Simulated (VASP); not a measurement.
# K (I4_1/amd) in VASP: a series of runs

Runs on K. Level: PBE. Tasks: single point.

All numbers are computed with VASP 6.6.1; they aren't measurements. Logs are shortened: lines on timing, memory, paths and dates and some standing lists are left out, and cuts for length are marked.

## (1) The cell of the first run

It takes space group I4_1/amd (No. 141, tetragonal). The conventional cell has a = 4.445 Å, b = 4.445 Å, c = 16.198 Å, α = 90.00°, β = 90.00°, γ = 90.00°. K (site symmetry -4m2) has 8 K at 4.45 to 4.62 Å within 5.8 Å.

## (2) Single point, PBE

The input, INCAR:

```
ALGO = Fast
EDIFF = 1E-6
ENCUT = 520
GGA = PE
ISIF = 2
ISMEAR = -1
LASPH = T
LCHARG = T
LELF = T
LREAL = F
LVHAR = T
LWAVE = F
NBANDS = 16
NELM = 100
PREC = Accurate
SIGMA = 0.05
```

The input, KPOINTS:

```
k-points
0
Gamma
  9 9 9
```

The input, POSCAR:

```
K
1.0
   -2.2227327120      2.2227327120      8.0991533927
    2.2227327120     -2.2227327120      8.0991533927
    2.2227327120      2.2227327120     -8.0991533927
K
2
Direct
    0.5000000000      0.5000000000      0.0000000000
    0.2500000000      0.7500000000      0.5000000000
```

Potentials or basis: VASP PAW PBE potentials, release 64 (K_sv).

On the command line:

```
$ cat potpaw_PBE.64/K_sv/POTCAR > POTCAR
$ mpirun -np 1 vasp_std > vasp.out
```

OUTCAR:

```text
EDIFF = 1E-6
   ENCUT = 520
   GGA = PE
   ISIF = 2
   ISMEAR = -1
   LASPH = T
   LREAL = F
   NELM = 100
   PREC = Accurate

 ion  position               nearest neighbor table
   1  0.500  0.500  0.000-
   2  0.250  0.750  0.500-

  LATTYP: Found a body centered tetragonal cell.
 ALAT       =     4.4454654240
 C/A-ratio  =     3.6437819757

  Lattice vectors:

 A1 = (  -2.2227327120,   2.2227327120,   8.0991533927)
 A2 = (   2.2227327120,  -2.2227327120,   8.0991533927)
 A3 = (   2.2227327120,   2.2227327120,  -8.0991533927)

Analysis of symmetry for initial positions (statically):
=====================================================================
 Subroutine PRICEL returns:
 Original cell was already a primitive cell.

 Routine SETGRP: Setting up the symmetry group for a
 body centered tetragonal supercell.

 Subroutine GETGRP returns: Found 16 space group operations
 (whereof  8 operations were pure point group operations)
 out of a pool of 16 trial point group operations.

The static configuration has the point symmetry D_2d.
 The point group associated with its full space group is D_4h.

Analysis of symmetry for dynamics (positions and initial velocities):
=====================================================================
 Subroutine PRICEL returns:
 Original cell was already a primitive cell.

 Routine SETGRP: Setting up the symmetry group for a
 body centered tetragonal supercell.

 Subroutine GETGRP returns: Found 16 space group operations
 (whereof  8 operations were pure point group operations)
 out of a pool of 16 trial point group operations.

The dynamic configuration has the point symmetry D_2d.
 The point group associated with its full space group is D_4h.

 Subroutine INISYM returns: Found 16 space group operations
 (whereof  8 operations are pure point group operations),
 and found     1 'primitive' translations

----------------------------------------------------------------------------------------

                                     Primitive cell

  volume of cell :     160.0568

  direct lattice vectors                    reciprocal lattice vectors
    -2.222732712  2.222732712  8.099153393     0.000000000  0.224948325  0.061734848
     2.222732712 -2.222732712  8.099153393     0.224948325  0.000000000  0.061734848
     2.222732712  2.222732712 -8.099153393     0.224948325  0.224948325  0.000000000

  length of vectors
     8.687771124  8.687771124  8.687771124     0.233265815  0.233265815  0.318124972

  position of ions in fractional coordinates (direct lattice)
     0.500000000  0.500000000  0.000000000
     0.250000000  0.750000000  0.500000000

  ion indices of the primitive-cell ions
   primitive index   ion index
                 1           1
                 2           2

----------------------------------------------------------------------------------------

 KPOINTS: k-points

Automatic generation of k-mesh.
 Grid dimensions read from file:
 generate k-points for:    9    9    9

 Generating k-lattice:

  Cartesian coordinates                     Fractional coordinates (reciprocal lattice)
     0.000000000  0.024994258  0.006859428     0.111111111  0.000000000 -0.000000000
     0.024994258  0.000000000  0.006859428     0.000000000  0.111111111 -0.000000000
     0.024994258  0.024994258  0.000000000     0.000000000  0.000000000  0.111111111

  Length of vectors
     0.025918424  0.025918424  0.035347219

  Shift w.r.t. Gamma in fractional coordinates (k-lattice)
     0.000000000  0.000000000  0.000000000

 Subroutine IBZKPT returns following result:
 ===========================================

 Found     75 irreducible k-points:

 Following reciprocal coordinates:
            Coordinates               Weight
  0.000000  0.000000  0.000000      1.000000
  0.111111  0.000000  0.000000      8.000000
  0.222222  0.000000 -0.000000      8.000000
  0.333333  0.000000  0.000000      8.000000
  0.444444  0.000000 -0.000000      8.000000
  0.111111  0.111111  0.000000      8.000000
[... 16 lines left out ...]
 -0.333333  0.333333  0.000000      4.000000
  0.444444  0.444444 -0.000000      8.000000
 [... further k-points ...]
   k-points           NKPTS =     75   k-points in BZ     NKDIM =     75   number of bands    NBANDS=     16
   number of dos      NEDOS =    301   number of ions     NIONS =      2
   total plane-waves  NPLWV = 343000
   dimension x,y,z NGX =    70 NGY =   70 NGZ =   70
   dimension x,y,z NGXF=   140 NGYF=  140 NGZF=  140
   ions per type =               2
   NGX,Y,Z   is equivalent  to a cutoff of  13.39, 13.39, 13.39 a.u.
   NGXF,Y,Z  is equivalent  to a cutoff of  26.79, 26.79, 26.79 a.u.
 SYSTEM =  unknown system
   PREC   = accura    normal or accurate (medium, high low for compatibility)
   ISTART =      0    job   : 0-new  1-cont  2-samecut
   ICHARG =      2    charge: 1-file 2-atom 10-const
   ISPIN  =      1    spin polarized calculation?
   LNONCOLLINEAR =      F non collinear calculations
   LSORBIT =      F    spin-orbit coupling
   LASPH  =      T    aspherical Exc in radial PAW
   ENCUT  =  520.0 eV  38.22 Ry    6.18 a.u.  16.15 16.15 16.15*2*pi/ulx,y,z
   NELM   =    100;   NELMIN=  2; NELMDL= -5     # of ELM steps
   EDIFF  = 0.1E-05   stopping-criterion for ELM
   LREAL  =      F    real-space projection
   EDIFFG = 0.1E-04   stopping-criterion for IOM
   NSW    =      0    number of steps for IOM
   IBRION =     -1    ionic relax: 0-MD 1-quasi-New 2-CG
   NFREE  =      0    steps in history (QN), initial steepest desc. (CG)
   ISIF   =      2    stress and relaxation
   ISYM   =      2    0-nonsym 1-usesym 2-fastsym
   POTIM  = 0.5000    time-step for ionic-motion
   TEBEG  =    0.0;   TEEND  =   0.0 temperature during run
   PSTRESS=    0.0 pullay stress
   NELECT =      18.0000    total number of electrons
   NUPDOWN=      -1.0000    fix difference up-down
   EMIN   =  10.00;   EMAX   =-10.00  energy-range for DOS
   EFERMI =   0.00;   METHOD = LEGACY
   ISMEAR =    -1;   SIGMA  =   0.05  broadening in eV -4-tet -1-fermi 0-gaus
   EFERMI_NEDOS =   21; number of points for ismear=-14 and -15
   IALGO  =     68    algorithm
   IMIX   =      4    mixing-type and parameters
     AMIX     =   0.40;   BMIX     =  1.00
     AMIX_MAG =   1.60;   BMIX_MAG =  1.00
  volume/ion in A,a.u.               =      80.03       540.06
  Fermi-wavevector in a.u.,A,eV,Ry     =   0.790207  1.493275  8.495850  0.624427
  Thomas-Fermi vector in A             =   1.895503
   LORBIT       =      0    0 simple, 1 ext, 2 COOP (PROOUT), +10 PAW based schemes
   GGA     = PE    functional components
   LHFCALC =     F    Hartree Fock is set to
   AEXX    =    0.0000 exact exchange contribution
   IVDW    =     0    specifies the selected vdW correction
   LEPSILON=     F    determine dielectric tensor
   LRPA    =     F    only Hartree local field effects (RPA)
 non-spin polarized calculation
 RMM-DIIS sequential band-by-band and
  energy-cutoff  :      520.00
  volume of cell :      160.06
 maximum number of plane-waves:      4350
 NGX is ok and might be reduce to    70
   NGX = 33   NGY = 33   NGZ = 33

 number of electron      18.0000001 magnetization

 Free energy of the ion-electron system (eV)
  ---------------------------------------------------
  ext. energy  EPLUGINS =         0.00000000
  ---------------------------------------------------
  free energy    TOTEN  =        -1.97564467 eV

  energy without entropy =       -1.96242082  energy(sigma->0) =       -1.96903275

 E-fermi :  -0.2829     XC(G=0):  -5.4448

 val. band max:       -0.2890945550   @ k =   0.3333   0.3333   0.0000
 cond. band min:      -0.2729915419   @ k =  -0.2222  -0.4444   0.1111
 fundamental gap:      0.0161030130
 Fermi energy:        -0.2829403749

 k-point     1 :       0.0000    0.0000    0.0000
  band No.  band energies     occupation
      1     -32.5528      2.00000
      2     -32.5496      2.00000
      3     -16.0624      2.00000
      4     -16.0044      2.00000
      5     -16.0044      2.00000
      6     -16.0012      2.00000
[... 8 lines left out ...]
     15       4.5327      0.00000
     16       4.5721      0.00000

 k-point     2 :       0.1111    0.0000    0.0000
  band No.  band energies     occupation
      1     -32.5524      2.00000
      2     -32.5493      2.00000
      3     -16.0604      2.00000
      4     -16.0123      2.00000
      5     -16.0083      2.00000
      6     -16.0041      2.00000
[... 8 lines left out ...]
     15       4.1390      0.00000
     16       4.5122      0.00000

 k-point     3 :       0.2222    0.0000   -0.0000
  band No.  band energies     occupation
      1     -32.5514      2.00000
      2     -32.5487      2.00000
      3     -16.0556      2.00000
      4     -16.0308      2.00000
      5     -16.0252      2.00000
      6     -16.0031      2.00000
[... 8 lines left out ...]
     15       3.8157      0.00000
     16       4.4796      0.00000

 k-point     4 :       0.3333    0.0000    0.0000
  band No.  band energies     occupation
      1     -32.5502      2.00000
      2     -32.5481      2.00000
      3     -16.0552      2.00000
      4     -16.0514      2.00000
      5     -16.0384      2.00000
      6     -16.0049      2.00000
[... 8 lines left out ...]
     15       3.6952      0.00000
     16       4.4763      0.00000

 k-point     5 :       0.4444    0.0000   -0.0000
  band No.  band energies     occupation
      1     -32.5494      2.00000
      2     -32.5477      2.00000
      3     -16.0656      2.00000
      4     -16.0633      2.00000
      5     -16.0368      2.00000
      6     -16.0078      2.00000
[... 8 lines left out ...]
     15       3.6382      0.00000
     16       4.2973      0.00000

 k-point     6 :       0.1111    0.1111    0.0000
  band No.  band energies     occupation
      1     -32.5519      2.00000
      2     -32.5491      2.00000
      3     -16.0576      2.00000
      4     -16.0131      2.00000
      5     -16.0115      2.00000
      6     -16.0076      2.00000
[... 8 lines left out ...]
     15       3.8488      0.00000
     16       4.2049      0.00000

 k-point     7 :       0.2222    0.1111    0.0000
  band No.  band energies     occupation
      1     -32.5509      2.00000
      2     -32.5486      2.00000
      3     -16.0524      2.00000
      4     -16.0309      2.00000
      5     -16.0238      2.00000
      6     -16.0115      2.00000
[... 8 lines left out ...]
     15       3.6249      0.00000
     16       4.0641      0.00000

 k-point     8 :       0.3333    0.1111   -0.0000
  band No.  band energies     occupation
      1     -32.5497      2.00000
      2     -32.5479      2.00000
      3     -16.0528      2.00000
      4     -16.0516      2.00000
      5     -16.0360      2.00000
      6     -16.0111      2.00000
[... 8 lines left out ...]
     15       3.6373      0.00000
     16       4.0103      0.00000

 k-point     9 :       0.4444    0.1111    0.0000
  band No.  band energies     occupation
      1     -32.5490      2.00000
      2     -32.5475      2.00000
      3     -16.0650      2.00000
      4     -16.0621      2.00000
      5     -16.0349      2.00000
      6     -16.0115      2.00000
[... 8 lines left out ...]
     15       3.5288      0.00000
     16       4.0725      0.00000
[... 172 lines left out ...]
 k-point    19 :      -0.2222    0.2222    0.0000
  band No.  band energies     occupation
      1     -32.5502      2.00000
      2     -32.5477      2.00000
      3     -16.0521      2.00000
      4     -16.0287      2.00000
      5     -16.0268      2.00000
      6     -16.0255      2.00000
[... 8 lines left out ...]
     15       2.8799      0.00000
     16       4.2630      0.00000

 k-point    20 :       0.3333    0.3333    0.0000
  band No.  band energies     occupation
      1     -32.5476      2.00000
      2     -32.5468      2.00000
      3     -16.0496      2.00000
      4     -16.0493      2.00000
      5     -16.0444      2.00000
      6     -16.0414      2.00000
[... 8 lines left out ...]
     15       3.0571      0.00000
     16       3.3931      0.00000

 k-point    21 :       0.4444    0.3333    0.0000
  band No.  band energies     occupation
      1     -32.5469      2.00000
      2     -32.5463      2.00000
      3     -16.0605      2.00000
      4     -16.0574      2.00000
      5     -16.0454      2.00000
      6     -16.0431      2.00000
[... 8 lines left out ...]
     15       3.0496      0.00000
     16       3.2150      0.00000

 k-point    22 :      -0.4444    0.3333    0.0000
  band No.  band energies     occupation
      1     -32.5471      2.00000
      2     -32.5461      2.00000
      3     -16.0601      2.00000
      4     -16.0577      2.00000
      5     -16.0446      2.00000
      6     -16.0443      2.00000
[... 8 lines left out ...]
     15       2.6660      0.00000
     16       3.1016      0.00000

 k-point    23 :      -0.3333    0.3333    0.0000
  band No.  band energies     occupation
      1     -32.5479      2.00000
      2     -32.5464      2.00000
      3     -16.0514      2.00000
      4     -16.0469      2.00000
      5     -16.0440      2.00000
      6     -16.0438      2.00000
[... 8 lines left out ...]
     15       2.5163      0.00000
     16       3.2346      0.00000

 k-point    24 :       0.4444    0.4444   -0.0000
  band No.  band energies     occupation
      1     -32.5460      2.00000
      2     -32.5459      2.00000
      3     -16.0594      2.00000
      4     -16.0591      2.00000
      5     -16.0548      2.00000
      6     -16.0543      2.00000
[... 8 lines left out ...]
     15       2.6348      0.00000
     16       2.7369      0.00000

 [... further k-points ...]

------------------------ aborting loop because EDIFF is reached ----------------------------------------

  FORCE on cell =-STRESS in cart. coord.  units (eV):
  Direction    XX          YY          ZZ          XY          YZ          ZX
  --------------------------------------------------------------------------------------
  -------------------------------------------------------------------------------------
  Total       -0.0877250     -0.0877250     -0.1738344      0.0000000      0.0000000      0.0000000
  in kB       -0.8781324     -0.8781324     -1.7400924      0.0000000      0.0000000      0.0000000
  external PRESSURE =      -1.1654524 kB  Pullay stress =       0.0000000 kB

 VOLUME and BASIS-vectors are now :
 -----------------------------------------------------------------------------
  energy-cutoff  :      520.00
  volume of cell :      160.06
      direct lattice vectors                 reciprocal lattice vectors
    -2.222732712  2.222732712  8.099153393     0.000000000  0.224948325  0.061734848
     2.222732712 -2.222732712  8.099153393     0.224948325  0.000000000  0.061734848
     2.222732712  2.222732712 -8.099153393     0.224948325  0.224948325  0.000000000

 POSITION                                       TOTAL-FORCE (eV/Angst)
 -----------------------------------------------------------------------------------
      0.00000      0.00000      8.09915        -0.000000     -0.000000      0.000000
      2.22273      0.00000      4.04958         0.000000      0.000000     -0.000000
 -----------------------------------------------------------------------------------
    total drift:                                0.000000      0.000000     -0.000000

  FREE ENERGIE OF THE ION-ELECTRON SYSTEM (eV)
  ---------------------------------------------------
  free  energy   TOTEN  =        -1.9756446714 eV

  energy  without entropy=       -1.9624208232  energy(sigma->0) =       -1.96903275
```

Run time: 9.9 min. Hardware: 1 thread of Intel Xeon 6975P-C (Granite Rapids), shared host; peak memory 0.75 GiB.

What came out:

| Quantity | Value |
| --- | --- |
| Free energy | -1.9756 eV |
| Pressure | -0.1 GPa |
| Band gap on the k mesh | zero (band 9 reaches 0.89 eV, above the bottom of band 10 at -1.58 eV) |

(Part 1 of 2 ends here.)
